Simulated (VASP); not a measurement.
Wanted: the native input for a VASP 6.6.1 run.

- Task: single point
- Functional: PBE
- Dispersion: D3(BJ)
- Potentials or basis: VASP PAW PBE potentials, release 64 (Ti_sv, O)
- Cutoff: 520 eV
- k mesh: 12 × 12 × 12
- Occupations: gaussian, width 0.05 eV
- Spin: no spin polarisation
- Dipole correction: no
- Further INCAR settings: ALGO = Normal; EDIFF = 1e-07; NBANDS = 19

The structure of TiO2 lies in POSCAR:

```
TiO2
1.0
    1.4862023484      0.8580593258      4.8692561771
   -1.4862023484      0.8580593258      4.8692561771
    0.0000000000     -1.7161186520      4.8692561770
Ti O
1 2
Direct
    0.0000000000      0.0000000000      0.0000000000
    0.6074147792      0.6074147792      0.5689558999
    0.3925852208      0.3925852208      0.4310441001
```

This cell differs from its parent crystal: atoms displaced along a vibrational mode.

These files were run (other wordings do the same):

INCAR

```
  ALGO = Normal
  EDIFF = 1E-7
  ENCUT = 520
  GGA = PE
  ISIF = 2
  ISMEAR = 0
  IVDW = 12
  LASPH = True
  LCHARG = False
  LREAL = False
  LWAVE = False
  NBANDS = 19
  NELM = 80
  PREC = Accurate
  SIGMA = 0.05
```

KPOINTS

```
k-points
0
Gamma
  12 12 12
```

Potentials or basis: VASP PAW PBE potentials, release 64 (Ti_sv, O).

Command:

```sh
$ cat potpaw_PBE.64/Ti_sv/POTCAR potpaw_PBE.64/O/POTCAR > POTCAR
$ mpirun -np 1 vasp_std > vasp.out
```

It gave:

* Pressure: -8.4 GPa
* Largest force: 1.667 eV/Å
* Band gap on the k mesh: 1.97 eV (least direct gap 2.34 eV)
* Dispersion energy per atom: -0.200 eV

Caveat: the cell differs from its parent crystal (atoms displaced along a vibrational mode); the cell stands under tension; forces of over 1 eV/Å act on the atoms, so gaps and moduli don't describe the material at rest.

Wall time 6 min on 1 thread of Intel(R) Xeon(R) 6975P-C (Granite Rapids), with other jobs on the host, peak memory 0.48 GiB.
